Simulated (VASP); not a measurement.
# SiC: relaxation of cell and atoms with r2SCAN

SiC:

```
Si C
1.0
     0.00000    2.17817    2.17817
     2.17817    0.00000    2.17817
     2.17817    2.17817    0.00000
Si C
1 1
Direct
  0.00000 0.00000 0.00000
  0.75000 0.75000 0.75000
```

```json
{"Program": "VASP 6.6.1", "Task": "relaxation of cell and atoms", "Functional": "r2SCAN", "Potentials or basis": "VASP PAW PBE potentials, release 64 (Si, C)", "Cutoff": "600 eV", "k mesh": "8 × 8 × 8", "Occupations": "gaussian, width 0.01 eV", "Spin": "no spin polarisation", "Target pressure": "1 GPa", "Dipole correction": "no", "Further INCAR settings": "ALGO = Normal; EDIFF = 1e-06; IBRION = 2; EDIFFG = -0.002; NSW = 100; ISIF = 3"}
```

The relaxed volume is 10.27 Å³/atom, the relaxed cell is a = 3.074 Å, b = 3.074 Å, c = 3.074 Å, α = 60.00°, β = 60.00°, γ = 60.00° and the space group after relaxing (to 0.05 Å) is F-43m (No. 216). The energy change on relaxing (the enthalpy is what falls) is +0.1 meV/atom, the ionic steps are 3 and the pressure after relaxing is 1.0 GPa. The band gap on the k mesh is 1.72 eV, indirect (least direct gap 5.07 eV).

The path:
| step | energy change (eV) | largest force (eV/Å) | pressure (GPa) | volume (Å³) |
| --- | --- | --- | --- | --- |
| 1 | 0.0000 | 0.0000 | -0.34 | 20.67 |
| 2 | 0.0017 | 0.0000 | 2.55 | 20.41 |
| 3 | 0.0002 | 0.0000 | 1.01 | 20.55 |

Final structure:
```
Si C
1.0
     0.00000    2.17387    2.17387
     2.17387    0.00000    2.17387
     2.17387    2.17387    0.00000
Si C
1 1
Direct
  0.00000 0.00000 0.00000
  0.75000 0.75000 0.75000
```

Levels at points of the mesh, in eV from the valence-band top:
```csv
k point,band 1,band 2,band 3,band 4,band 5,band 6,band 7,band 8
"(0.00, 0.00, 0.00)",-16.24,0.00,0.00,0.00,6.92,7.90,7.90,7.90
"(0.50, 0.00, 0.00)",-12.58,-8.86,-1.11,-1.11,6.06,7.78,7.78,11.00
"(0.50, 0.50, 0.00)",-11.11,-8.07,-3.35,-3.35,1.72,4.85,15.22,15.22
```

Wall time 34 s on 1 thread of Intel(R) Xeon(R) 6975P-C (Granite Rapids), with other jobs on the host, peak memory 0.15 GiB.

Caveat: the cell is relaxed towards a set pressure, so the enthalpy falls and the energy may rise; the PAW data sets were made with another functional, which shifts forces and pressure a little. A k mesh can miss the band edges.
